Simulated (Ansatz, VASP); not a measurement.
**AlGa3N4 in VASP and in Ansatz**

```xyz
8
Lattice="5.1424 0.0000 0.0001 0.0000 3.1650 0.0000 -0.0036 0.0000 6.3003" Properties=species:S:1:pos:R:3 pbc="T T T"
Al    0.0007    1.5825    4.2045
Ga    2.5654    1.5825    2.1102
Ga    2.5632    0.0000    5.2391
Ga    5.1410    0.0000    1.0471
N     0.6142    1.5825    2.1427
N     0.6020    0.0000    5.2064
N     3.1899    0.0000    1.0473
N     3.2436    1.5825    4.2042
```

Change from the starting cell: strain +0.1500 x Voigt [0, 0, 1, 0, 0, 0], atoms carried along.

Alike in both runs: task single point; functional PBEsol; k mesh 6 × 8 × 6; occupations gaussian, width 0.05 eV; no spin polarisation.

|  | VASP | Ansatz |
| --- | --- | --- |
| version | VASP 6.6.1 | Ansatz 0.2.0 |
| potentials or method | VASP PAW PBE potentials, release 64 (Al, Ga_d, N), cutoff 520 eV | scalar-relativistic, plane waves, PAW |
| valence electrons in the cell | 62 | 62 |

VASP gave:

| Property | Result |
| --- | --- |
| gap on the k mesh at the Fermi level (eV) | 0.95 |
| least direct gap on the mesh (eV) | 0.95 |
| pressure (GPa) | -17.5 |
| traceless stress, the component that is largest in VASP (GPa) | -19.15 |
| rms of the force components (eV/Å) | 0.185 |

Question: Which values does Ansatz return?

Answer: gap on the k mesh at the Fermi level (eV): 0.95; least direct gap on the mesh (eV): 0.95; pressure (GPa): -17.4; traceless stress, the component that is largest in VASP (GPa): -19.08; rms of the force components (eV/Å): 0.187.

VASP's potentials were made for PBE, not for PBEsol. Atom by atom the forces differ by 0.006 eV/Å (rms over components). With one functional, cell and mesh, what is left measures potentials, basis and numerics.
